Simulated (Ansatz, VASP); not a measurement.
Two plane-wave programs on SrO

POSCAR

```
SrO
1.0
    0.0000000000      2.5698000000      2.7753840000
    2.5698000000      0.0000000000      2.7753840000
    2.5698000000      2.5698000000      0.0000000000
Sr O
1 1
Direct
    0.0000000000      0.0000000000      0.0000000000
    0.5000000000      0.5000000000      0.5000000000
```

Contents of INCAR.step1:

```
SYSTEM = SrO
PREC = Accurate
ENCUT = 520
ISMEAR = 0
SIGMA = 0.05
LREAL = .False.
LASPH = .True.
NELM = 60
NBANDS = 15
GGA = PE
ALGO = Normal
EDIFF = 1E-4
LWAVE = .True.
LCHARG = .False.
```

The input INCAR.step2:

```
SYSTEM = SrO
PREC = Accurate
ENCUT = 520
EDIFF = 1E-6
ISMEAR = 0
SIGMA = 0.05
LREAL = .False.
LASPH = .True.
NELM = 60
ALGO = Normal
ISIF = 2
LWAVE = .False.
LCHARG = .False.
METAGGA = R2SCAN
LMIXTAU = .True.
NBANDS = 15
ISTART = 1
```

KPOINTS

```
Automatic mesh
0
Gamma
  8 8 8
  0 0 0
```

Input for Ansatz:

```yaml
crystal:
  lattice:
    - [0.0, 2.5698, 2.775384]
    - [2.5698, 0.0, 2.775384]
    - [2.5698, 2.5698, 0.0]
  atoms:
    - { symbol: Sr, position: [0.0, 0.0, 0.0] }
    - { symbol: O, position: [0.5, 0.5, 0.5] }
basis:
  ecutwfc: 500
kpoints:
  mp_grid: { grid: [8, 8, 8] }
hamiltonian:
  xc: r2scan
scf:
  occupations: { method: gaussian, width: 0.05 }
output:
  forces: true
  stress: true
  eigenvalues: true
```

Change from the starting cell: strain +0.000 along x and y, +0.080 along z, atoms carried along.

Alike in both runs: task single point; functional r2SCAN; k mesh 8 × 8 × 8; occupations gaussian, width 0.05 eV; no spin polarisation.

|  | VASP | Ansatz |
| --- | --- | --- |
| version | VASP 6.6.1 | Ansatz 0.2.0 |
| potentials or method | VASP PAW PBE potentials, release 64 (Sr_sv, O), cutoff 520 eV | scalar-relativistic, plane waves, PAW |
| valence electrons in the cell | 16 | 16 |

Ansatz gave:

| Item | Value |
| --- | --- |
| gap on the k mesh at the Fermi level (eV) | 3.69 |
| least direct gap on the mesh (eV) | 3.79 |
| pressure (GPa) | -4.3 |
| traceless stress, the component that is largest in VASP (GPa) | -4.09 |

What did VASP give for the same quantities?

gap on the k mesh at the Fermi level (eV): 3.65; least direct gap on the mesh (eV): 3.76; pressure (GPa): -3.9; traceless stress, the component that is largest in VASP (GPa): -4.32.

VASP's potentials were made for PBE, not for r2SCAN.
